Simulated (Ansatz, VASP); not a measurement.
## As in VASP and in Ansatz

INCAR

```
SYSTEM = As
PREC = Accurate
ENCUT = 500
EDIFF = 1E-6
ISMEAR = -1
SIGMA = 0.2
LREAL = .False.
LASPH = .True.
NELM = 120
ALGO = Normal
ISIF = 2
LWAVE = .False.
LCHARG = .False.
GGA = CA
NBANDS = 12
GGA_COMPAT = .False.
```

Contents of KPOINTS:

```
Automatic mesh
0
Gamma
  10 10 10
  0 0 0
```

File POSCAR:

```
As
1.0
    1.8799878575      1.0854114956      3.3276505507
   -1.8799878575      1.0854114956      3.3276505507
    0.0000000000     -2.1708229912      3.3276505507
As
2
Direct
    0.7695128170      0.7695128170      0.7695128170
    0.2304871830      0.2304871830      0.2304871830
```

Input for Ansatz:

```yaml
crystal:
  lattice:
    - [1.8799878575, 1.0854114956, 3.3276505507]
    - [-1.8799878575, 1.0854114956, 3.3276505507]
    - [0.0, -2.1708229912, 3.3276505507]
  atoms:
    - { symbol: As, position: [0.769512817, 0.769512817, 0.769512817] }
    - { symbol: As, position: [0.230487183, 0.230487183, 0.230487183] }
hamiltonian:
  xc: lda
  pseudopotentials:
    kind: paw
    azcp:
      As: "pseudopotentials/As.paw.azcp"
basis:
  ecutwfc: 420
  fft_grid_basis: typed
kpoints:
  mp_grid: { grid: [10, 10, 10], shift: [0, 0, 0] }
magnetization:
  spin_polarized: false
scf:
  occupations: { method: fermi_dirac, width: 0.2 }
  lower_state_search: "off"
output:
  stress: true
```

Alike in both runs: task single point; functional LDA; k mesh 10 × 10 × 10; occupations fermi-dirac, width 0.2 eV; no spin polarisation.

```csv
,VASP,Ansatz
version,VASP 6.6.1,Ansatz 0.2.0
potentials or method,"VASP PAW LDA potentials, release 64 (As), cutoff 500 eV","plane waves (420 eV) with PAW, scalar-relativistic"
valence electrons in the cell,10,30
```

VASP gave:

* pressure (GPa): 0.5
* traceless stress, the component that is largest in VASP (GPa): 0.08

Task: Which values does Ansatz return?

Result: Pressure (GPa): 0.0; traceless stress, the component that is largest in VASP (GPa): 0.19.

Ansatz warns that its potentials were made for another functional, while VASP's fit it. LDA's correlation is that of Perdew and Zunger in VASP and of Perdew and Wang (1992) in Ansatz. VASP's potentials hold 10 valence electrons a cell and Ansatz's 30, so a difference there can come from the potentials and not from the codes.
